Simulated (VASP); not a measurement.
Crystal: Dy2Ti.

```
Dy Ti
1.0
     4.92024    0.00000    0.00000
    -2.46012    4.26105    0.00000
     0.00000    0.00000    3.34112
Dy Ti
2 1
Direct
  0.33333 0.66667 0.00000
  0.66667 0.33333 0.00000
  0.00000 0.00000 0.50000
```

The cell was built from a structure type or drawn by symmetry, and may not be a known phase.

```yaml
Program: VASP 6.6.1
Task: relaxation of cell and atoms
Functional: PBE
Potentials_or_basis: VASP PAW PBE potentials, release 64 (Dy_3, Ti_sv), 4f in core
Cutoff: 500 eV
k_mesh: 5 × 5 × 6
Occupations: gaussian, width 0.2 eV
Spin: no spin polarisation
```

At the start: pressure 6.7 GPa; volume 23.35 Å³/atom.

**Question.** Where does the relaxation end?

**Answer.** Over 4 steps the energy falls by 112.9 meV/atom and the volume is 25.70 Å³/atom (+10.1 %); space group P6/mmm (No. 191, to 0.1 Å) before and after.

The path:
```tsv
step	energy change (eV)	largest force (eV/Å)	pressure (GPa)	volume (Å³)
1	0.0000	0.0000	6.67	70.05
2	-0.3124	0.0000	-2.05	80.15
3	-0.3174	0.0000	-1.18	78.82
4	-0.3386	0.0000	-0.11	77.11
```

Final structure:
```xyz
3
Lattice="5.2619 0.0000 0.0000 -2.6309 4.5569 0.0000 0.0000 0.0000 3.2160" Properties=species:S:1:pos:R:3 pbc="T T T"
Dy    0.0000    3.0380    0.0000
Dy    2.6309    1.5190    3.2160
Ti    0.0000    0.0000    1.6080
```
